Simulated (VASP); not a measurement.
# Si4Ru (P-43m) in VASP: further runs

Si4Ru is run at these levels: PBE; tasks: single point.

All numbers are computed with VASP 6.6.1; they aren't measurements. Logs are shortened: lines on timing, memory, paths and dates and some standing lists are left out, and cuts for length are marked.

## (1) The cell of the first run

Symmetry: P-43m, No. 215, cubic system. The conventional cell has a = 4.428 Å, b = 4.428 Å, c = 4.428 Å, α = 90.00°, β = 90.00°, γ = 90.00°. Within 3.0 Å of Si (site symmetry 3m) lie 1 Ru at 2.28 Å and 3 Si at 2.54 Å. Within 3.0 Å of Ru (site symmetry -43m) lie 4 Si at 2.28 Å.

## (2) Single point, PBE

The input, INCAR:

```
SYSTEM = Si4Ru
  PREC = Accurate
  ENCUT = 520
  EDIFF = 1E-7
  ISMEAR = 0
  SIGMA = 0.1
  LREAL = .False.
  LASPH = .True.
  NELM = 80
  ALGO = Normal
  ISIF = 2
  LWAVE = .False.
  LCHARG = .False.
  GGA = PE
  NBANDS = 23
```

The input, KPOINTS:

```
Automatic mesh
0
Gamma
  4 4 4
  0 0 0
```

The input, POSCAR:

```
Si4Ru
1.0
    4.4282670801      0.0000000000      0.0000000000
    0.0000000000      4.4282670801      0.0000000000
    0.0000000000      0.0000000000      4.4282670801
Si Ru
4 1
Direct
    0.2972824348      0.7027175652      0.7027175652
    0.7027175652      0.2972824348      0.7027175652
    0.7027175652      0.7027175652      0.2972824348
    0.2972824348      0.2972824348      0.2972824348
    0.0000000000      0.0000000000      0.0000000000
```

Potentials or basis: VASP PAW PBE potentials, release 64 (Si, Ru_pv).

Started as:

```sh
$ cat potpaw_PBE.64/Si/POTCAR potpaw_PBE.64/Ru_pv/POTCAR > POTCAR
$ mpirun -np 1 vasp_std > vasp.out
```

OUTCAR:

```text
SYSTEM = Si4Ru
   PREC = Accurate
   ENCUT = 520
   EDIFF = 1E-7
   ISMEAR = 0
   LREAL = .False.
   LASPH = .True.
   NELM = 80
   ISIF = 2
   GGA = PE

 ion  position               nearest neighbor table
   1  0.297  0.703  0.703-   5 2.28   3 2.54   4 2.54   2 2.54
   2  0.703  0.297  0.703-   5 2.28   3 2.54   4 2.54   1 2.54
   3  0.703  0.703  0.297-   5 2.28   2 2.54   4 2.54   1 2.54
   4  0.297  0.297  0.297-   5 2.28   2 2.54   3 2.54   1 2.54
   5  0.000  0.000  0.000-   1 2.28   2 2.28   3 2.28   4 2.28

  LATTYP: Found a simple cubic cell.
 ALAT       =     4.4282670801

  Lattice vectors:

 A1 = (   4.4282670801,   0.0000000000,   0.0000000000)
 A2 = (   0.0000000000,   4.4282670801,   0.0000000000)
 A3 = (   0.0000000000,   0.0000000000,   4.4282670801)

Analysis of symmetry for initial positions (statically):
=====================================================================
 Subroutine PRICEL returns:
 Original cell was already a primitive cell.

 Routine SETGRP: Setting up the symmetry group for a
 simple cubic supercell.

 Subroutine GETGRP returns: Found 24 space group operations
 (whereof 24 operations were pure point group operations)
 out of a pool of 48 trial point group operations.

The static configuration has the point symmetry T_d .

Analysis of symmetry for dynamics (positions and initial velocities):
=====================================================================
 Subroutine PRICEL returns:
 Original cell was already a primitive cell.

 Routine SETGRP: Setting up the symmetry group for a
 simple cubic supercell.

 Subroutine GETGRP returns: Found 24 space group operations
 (whereof 24 operations were pure point group operations)
 out of a pool of 48 trial point group operations.

The dynamic configuration has the point symmetry T_d .

 Subroutine INISYM returns: Found 24 space group operations
 (whereof 24 operations are pure point group operations),
 and found     1 'primitive' translations

----------------------------------------------------------------------------------------

                                     Primitive cell

  volume of cell :      86.8363

  direct lattice vectors                    reciprocal lattice vectors
     4.428267080  0.000000000  0.000000000     0.225821971  0.000000000  0.000000000
     0.000000000  4.428267080  0.000000000     0.000000000  0.225821971  0.000000000
     0.000000000  0.000000000  4.428267080     0.000000000  0.000000000  0.225821971

  length of vectors
     4.428267080  4.428267080  4.428267080     0.225821971  0.225821971  0.225821971

  position of ions in fractional coordinates (direct lattice)
     0.297282435  0.702717565  0.702717565
     0.702717565  0.297282435  0.702717565
     0.702717565  0.702717565  0.297282435
     0.297282435  0.297282435  0.297282435
     0.000000000  0.000000000  0.000000000

  ion indices of the primitive-cell ions
   primitive index   ion index
                 1           1
                 2           2
                 3           3
                 4           4
                 5           5

----------------------------------------------------------------------------------------

 KPOINTS: Automatic mesh

Automatic generation of k-mesh.
 Grid dimensions read from file:
 generate k-points for:    4    4    4

 Generating k-lattice:

  Cartesian coordinates                     Fractional coordinates (reciprocal lattice)
     0.056455493  0.000000000  0.000000000     0.250000000  0.000000000  0.000000000
     0.000000000  0.056455493  0.000000000     0.000000000  0.250000000  0.000000000
     0.000000000  0.000000000  0.056455493     0.000000000  0.000000000  0.250000000

  Length of vectors
     0.056455493  0.056455493  0.056455493

  Shift w.r.t. Gamma in fractional coordinates (k-lattice)
     0.000000000  0.000000000  0.000000000

 Subroutine IBZKPT returns following result:
 ===========================================

 Found     10 irreducible k-points:

 Following reciprocal coordinates:
            Coordinates               Weight
  0.000000  0.000000  0.000000      1.000000
  0.250000  0.000000  0.000000      6.000000
  0.500000  0.000000  0.000000      3.000000
  0.250000  0.250000  0.000000     12.000000
  0.500000  0.250000  0.000000     12.000000
  0.500000  0.500000  0.000000      3.000000
  0.250000  0.250000  0.250000      8.000000
  0.500000  0.250000  0.250000     12.000000
  0.500000  0.500000  0.250000      6.000000
  0.500000  0.500000  0.500000      1.000000
   k-points           NKPTS =     10   k-points in BZ     NKDIM =     10   number of bands    NBANDS=     23
   number of dos      NEDOS =    301   number of ions     NIONS =      5
   total plane-waves  NPLWV =  46656
   dimension x,y,z NGX =    36 NGY =   36 NGZ =   36
   dimension x,y,z NGXF=    72 NGYF=   72 NGZF=   72
   ions per type =               4   1
   NGX,Y,Z   is equivalent  to a cutoff of  13.52, 13.52, 13.52 a.u.
   NGXF,Y,Z  is equivalent  to a cutoff of  27.03, 27.03, 27.03 a.u.
 SYSTEM =  Si4Ru
   PREC   = accura    normal or accurate (medium, high low for compatibility)
   ISTART =      0    job   : 0-new  1-cont  2-samecut
   ICHARG =      2    charge: 1-file 2-atom 10-const
   ISPIN  =      1    spin polarized calculation?
   LNONCOLLINEAR =      F non collinear calculations
   LSORBIT =      F    spin-orbit coupling
   LASPH  =      T    aspherical Exc in radial PAW
   ENCUT  =  520.0 eV  38.22 Ry    6.18 a.u.   8.23  8.23  8.23*2*pi/ulx,y,z
   NELM   =     80;   NELMIN=  2; NELMDL= -5     # of ELM steps
   EDIFF  = 0.1E-06   stopping-criterion for ELM
   LREAL  =      F    real-space projection
   EDIFFG = 0.1E-05   stopping-criterion for IOM
   NSW    =      0    number of steps for IOM
   IBRION =     -1    ionic relax: 0-MD 1-quasi-New 2-CG
   NFREE  =      0    steps in history (QN), initial steepest desc. (CG)
   ISIF   =      2    stress and relaxation
   ISYM   =      2    0-nonsym 1-usesym 2-fastsym
   POTIM  = 0.5000    time-step for ionic-motion
   TEBEG  =    0.0;   TEEND  =   0.0 temperature during run
   PSTRESS=    0.0 pullay stress
   NELECT =      30.0000    total number of electrons
   NUPDOWN=      -1.0000    fix difference up-down
   EMIN   =  10.00;   EMAX   =-10.00  energy-range for DOS
   EFERMI =   0.00;   METHOD = LEGACY
   ISMEAR =     0;   SIGMA  =   0.10  broadening in eV -4-tet -1-fermi 0-gaus
   EFERMI_NEDOS =   21; number of points for ismear=-14 and -15
   IALGO  =     38    algorithm
   IMIX   =      4    mixing-type and parameters
     AMIX     =   0.40;   BMIX     =  1.00
     AMIX_MAG =   1.60;   BMIX_MAG =  1.00
  volume/ion in A,a.u.               =      17.37       117.20
  Fermi-wavevector in a.u.,A,eV,Ry     =   1.148722  2.170769 17.953721  1.319561
  Thomas-Fermi vector in A             =   2.285395
   LORBIT       =      0    0 simple, 1 ext, 2 COOP (PROOUT), +10 PAW based schemes
   GGA     = PE    functional components
   LHFCALC =     F    Hartree Fock is set to
   AEXX    =    0.0000 exact exchange contribution
   IVDW    =     0    specifies the selected vdW correction
   LEPSILON=     F    determine dielectric tensor
   LRPA    =     F    only Hartree local field effects (RPA)
 non-spin polarized calculation
 Gauss-broadening in eV      SIGMA  =   0.10
  energy-cutoff  :      520.00
  volume of cell :       86.84
 maximum number of plane-waves:      2360
 NGX is ok and might be reduce to    36
   NGX = 17   NGY = 17   NGZ = 17

 number of electron      29.9999999 magnetization

 Free energy of the ion-electron system (eV)
  ---------------------------------------------------
  ext. energy  EPLUGINS =         0.00000000
  ---------------------------------------------------
  free energy    TOTEN  =       -28.41973403 eV

  energy without entropy =      -28.39560022  energy(sigma->0) =      -28.40766712

 E-fermi :   7.8469     XC(G=0): -10.7150

 val. band max:        7.8332083167   @ k =   0.5000   0.2500   0.0000
 cond. band min:       7.8814214852   @ k =   0.2500   0.0000   0.0000
 fundamental gap:      0.0482131685
 Fermi energy:         7.8468554124

 k-point     1 :       0.0000    0.0000    0.0000
  band No.  band energies     occupation
      1     -34.1986      2.00000
      2     -34.1986      2.00000
      3     -34.1986      2.00000
      4      -4.5337      2.00000
      5       2.3425      2.00000
      6       2.3425      2.00000
[... 15 lines left out ...]
     22      12.9931      0.00000
     23      13.3844      0.00000

 k-point     2 :       0.2500    0.0000    0.0000
  band No.  band energies     occupation
      1     -34.1995      2.00000
      2     -34.1985      2.00000
      3     -34.1985      2.00000
      4      -4.1631      2.00000
      5       0.0304      2.00000
      6       2.3608      2.00000
[... 15 lines left out ...]
     22      12.7406      0.00000
     23      13.8695      0.00000

 k-point     3 :       0.5000    0.0000    0.0000
  band No.  band energies     occupation
      1     -34.2004      2.00000
      2     -34.1985      2.00000
      3     -34.1985      2.00000
      4      -3.5663      2.00000
      5      -1.3694      2.00000
      6       2.3734      2.00000
[... 15 lines left out ...]
     22      12.4121      0.00000
     23      13.3139      0.00000
[... 131 lines left out ...]
 k-point     9 :       0.5000    0.5000    0.2500
  band No.  band energies     occupation
      1     -34.2001      2.00000
      2     -34.2001      2.00000
      3     -34.1992      2.00000
      4      -2.5188      2.00000
      5      -0.0338      2.00000
      6      -0.0338      2.00000
[... 15 lines left out ...]
     22      13.8092      0.00000
     23      13.8092      0.00000

 k-point    10 :       0.5000    0.5000    0.5000
  band No.  band energies     occupation
      1     -34.2000      2.00000
      2     -34.2000      2.00000
      3     -34.2000      2.00000
      4      -2.0100      2.00000
      5       0.1715      2.00000
      6       0.1715      2.00000
[... 15 lines left out ...]
     22      14.3878      0.00000
     23      14.8035      0.00000

------------------------ aborting loop because EDIFF is reached ----------------------------------------

  FORCE on cell =-STRESS in cart. coord.  units (eV):
  Direction    XX          YY          ZZ          XY          YZ          ZX
  --------------------------------------------------------------------------------------
  -------------------------------------------------------------------------------------
  Total       -0.0652869     -0.0652869     -0.0652869     -0.0000000      0.0000000     -0.0000000
  in kB       -1.2045779     -1.2045779     -1.2045779     -0.0000000      0.0000000     -0.0000000
  external PRESSURE =      -1.2045779 kB  Pullay stress =       0.0000000 kB

 VOLUME and BASIS-vectors are now :
 -----------------------------------------------------------------------------
  energy-cutoff  :      520.00
  volume of cell :       86.84
      direct lattice vectors                 reciprocal lattice vectors
     4.428267080  0.000000000  0.000000000     0.225821971  0.000000000  0.000000000
     0.000000000  4.428267080  0.000000000     0.000000000  0.225821971  0.000000000
     0.000000000  0.000000000  4.428267080     0.000000000  0.000000000  0.225821971

 POSITION                                       TOTAL-FORCE (eV/Angst)
 -----------------------------------------------------------------------------------
      1.31645      3.11182      3.11182         0.003385     -0.003385     -0.003385
      3.11182      1.31645      3.11182        -0.003385      0.003385     -0.003385
      3.11182      3.11182      1.31645        -0.003385     -0.003385      0.003385
      1.31645      1.31645      1.31645         0.003385      0.003385      0.003385
      0.00000      0.00000      0.00000         0.000000     -0.000000     -0.000000
 -----------------------------------------------------------------------------------
    total drift:                                0.000000      0.000000     -0.000000

  FREE ENERGIE OF THE ION-ELECTRON SYSTEM (eV)
  ---------------------------------------------------
  free  energy   TOTEN  =       -28.4197340279 eV

  energy  without entropy=      -28.3956002172  energy(sigma->0) =      -28.40766712
```

Wall time 9.9 s (1 thread of AMD EPYC 9R45 (Zen 5), shared host); peak memory 0.17 GiB.

What came out:

```
Free energy            : -28.4197 eV
Pressure               : -0.1 GPa
Largest force          : 0.006 eV/Å
Band gap on the k mesh : zero (band 15 reaches 7.92 eV, above the bottom of band 16 at 6.55 eV)
```

Forces in eV/Å, atoms in the order of the input:
```
Si   0.003 -0.003 -0.003
Si  -0.003  0.003 -0.003
Si  -0.003 -0.003  0.003
Si   0.003  0.003  0.003
Ru   0.000  0.000  0.000
```

## (3) Single point, PBE

This run uses another cell than the first one, of 18.20 Å³/atom, 1.048 times its volume.

The input, INCAR:

```
SYSTEM = Si4Ru
PREC = Accurate
ENCUT = 520
EDIFF = 1E-6
ISMEAR = 0
SIGMA = 0.1
LREAL = .False.
LASPH = .True.
NELM = 80
ALGO = Normal
ISIF = 2
LWAVE = .False.
LCHARG = .True.
GGA = PE
LELF = .True.
LVHAR = .True.
NBANDS = 23
```

KPOINTS is that of step 2.

The input, POSCAR:

```
Si4Ru
1.0
    4.4979489400      0.0000000000      0.0000000000
    0.0000000000      4.4979489400      0.0000000000
    0.0000000000      0.0000000000      4.4979489400
Si Ru
4 1
Direct
    0.2437810800      0.7562189200      0.7562189200
    0.7562189200      0.2437810800      0.7562189200
    0.7562189200      0.7562189200      0.2437810800
    0.2437810800      0.2437810800      0.2437810800
    0.0000000000      0.0000000000      0.0000000000
```

Potentials or basis: VASP PAW PBE potentials, release 64 (Si, Ru_pv).

Started as:

```sh
$ cat potpaw_PBE.64/Si/POTCAR potpaw_PBE.64/Ru_pv/POTCAR > POTCAR
$ mpirun -np 1 vasp_std > vasp.out
```

Wall time 10 s (1 thread of AMD EPYC 9R45 (Zen 5), shared host); peak memory 0.17 GiB.

The run converged. Its results:

| Item | Value |
| --- | --- |
| Free energy | -20.6177 eV |
| Pressure | 41.4 GPa |
| Largest force | 11.672 eV/Å |
| Band gap on the k mesh | zero (band 15 reaches 7.89 eV, above the bottom of band 16 at 4.86 eV) |

Forces on the atoms (eV/Å):
```
Si   6.739 -6.739 -6.739
Si  -6.739  6.739 -6.739
Si  -6.739 -6.739  6.739
Si   6.739  6.739  6.739
Ru   0.000  0.000  0.000
```

Levels at points of the mesh, in eV from the Fermi level:
```tsv
k point	band 11	band 12	band 13	band 14	band 15	band 16	band 17	band 18	band 19	band 20
(0.00, 0.00, 0.00)	-3.21	-3.21	-2.92	-0.09	-0.09	1.72	1.72	1.72	2.51	2.51
(0.50, 0.00, 0.00)	-2.17	-2.17	-1.73	-1.46	-0.69	0.03	0.03	2.13	3.47	3.47
(0.50, 0.50, 0.00)	-3.93	-3.72	-0.46	-0.19	-0.19	-0.15	1.38	1.38	1.66	2.57
(0.50, 0.50, 0.50)	-4.08	-3.88	-3.88	-2.35	-2.35	-2.35	4.76	4.76	4.76	6.75
```

Caveat: forces of over 1 eV/Å act on the atoms, so gaps and moduli don't describe the material at rest.
